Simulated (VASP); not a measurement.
Wanted: the native input for a VASP 6.6.1 run.

```yaml
Task: single point
Functional: r2SCAN
Potentials_or_basis: VASP PAW PBE potentials, release 64 (Sb)
Cutoff: 520 eV
k_mesh: 9 × 9 × 9
Occupations: fermi-dirac, width 0.05 eV
Spin: no spin polarisation
Dipole_correction: no
Further_INCAR_settings: ALGO = Normal; EDIFF = 1e-07; NBANDS = 8
```

The system is Sb.

```xyz
1
Lattice="3.2817 0.0000 0.0000 0.0000 3.2817 0.0000 0.0000 0.0000 3.2817" Properties=species:S:1:pos:R:3 pbc="T T T"
Sb    0.0000    0.0000    0.0000
```

One way to write it, as run:

POSCAR

```
Sb
1.0
    3.2816562724      0.0000000000      0.0000000000
    0.0000000000      3.2816562724      0.0000000000
    0.0000000000      0.0000000000      3.2816562724
Sb
1
Direct
    0.0000000000      0.0000000000      0.0000000000
```

INCAR.step1

```
  PREC = Accurate
  ENCUT = 520
  ISMEAR = -1
  SIGMA = 0.05
  LREAL = False
  LASPH = True
  NELM = 60
  NBANDS = 8
  GGA = PE
  ALGO = Normal
  EDIFF = 1E-4
  LWAVE = True
  LCHARG = False
```

INCAR.step2

```
  PREC = Accurate
  ENCUT = 520
  EDIFF = 1E-7
  ISMEAR = -1
  SIGMA = 0.05
  LREAL = False
  LASPH = True
  NELM = 60
  ALGO = Normal
  ISIF = 2
  LWAVE = False
  LCHARG = False
  METAGGA = R2SCAN
  LMIXTAU = True
  NBANDS = 8
  ISTART = 1
```

KPOINTS

```
regular mesh
0
Gamma
  9 9 9
```

Potentials or basis: VASP PAW PBE potentials, release 64 (Sb).

The run is started by

```sh
$ cat potpaw_PBE.64/Sb/POTCAR > POTCAR
$ cp INCAR.step1 INCAR
$ mpirun -np 1 vasp_std > vasp.out
$ cp INCAR.step2 INCAR
$ mpirun -np 1 vasp_std > vasp.out
```

Results of the run:

```yaml
Pressure: -7.3 GPa
```

Caveat: the PAW data sets were made with another functional, which shifts forces and pressure a little.

Run time: 13 s on 1 thread of Intel(R) Xeon(R) Platinum 8488C (Sapphire Rapids) (shared host), peak memory 0.14 GiB.
